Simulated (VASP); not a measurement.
Input of a VASP 6.6.1 run:

The input INCAR:

```
SYSTEM = FePt
ALGO     = Normal         ! electronic algorithm
EDIFF    = 1E-6           ! SCF threshold, eV
ENCUT    = 520            ! plane-wave cutoff, eV
GGA      = PE             ! functional
ISIF     = 2              ! what is computed and relaxed
ISMEAR   = 0              ! smearing method
ISPIN    = 2              ! spin polarisation
LASPH    = .TRUE.         ! aspherical terms in the spheres
LCHARG   = .FALSE.        ! write CHGCAR
LMAXMIX  = 4              ! l up to which the mixer works
LORBIT   = 11             ! projections on sites
LREAL    = .FALSE.        ! projectors in reciprocal space
LWAVE    = .FALSE.        ! write WAVECAR
MAGMOM   = 3.28 0.44      ! initial moments
NBANDS   = 20             ! bands
NELM     = 150            ! most SCF steps
PREC     = Accurate       ! precision mode
SIGMA    = 0.1            ! smearing width, eV
```

File KPOINTS:

```
k-points
0
G
  20 20 16
  0 0 0
```

Contents of POSCAR:

```
FePt
1.0
    2.7289653928      0.0000000000      0.0000000000
    0.0000000000      2.7289653928      0.0000000000
    0.0000000000      0.0000000000      3.7660671277
Fe Pt
1 1
Direct
    0.0000000000      0.0000000000      0.0000000000
    0.5000000000      0.5000000000      0.5000000000
```

Potentials or basis: VASP PAW PBE potentials, release 64 (Fe, Pt).

The run is started by

```sh
$ cat potpaw_PBE.64/Fe/POTCAR potpaw_PBE.64/Pt/POTCAR > POTCAR
$ mpirun -np 1 vasp_std > vasp.out
```

Question: What does it give for the net moment?

Answer: 3.29 μB per cell.

Question: Predict the site moments.

Answer: Fe +2.95; Pt +0.33 μB.

Question: Estimate the pressure.

Answer: -0.4 GPa.

Stress tensor (GPa, compression positive):
```
-0.46  0.00  0.00
 0.00 -0.46  0.00
 0.00  0.00 -0.37
```
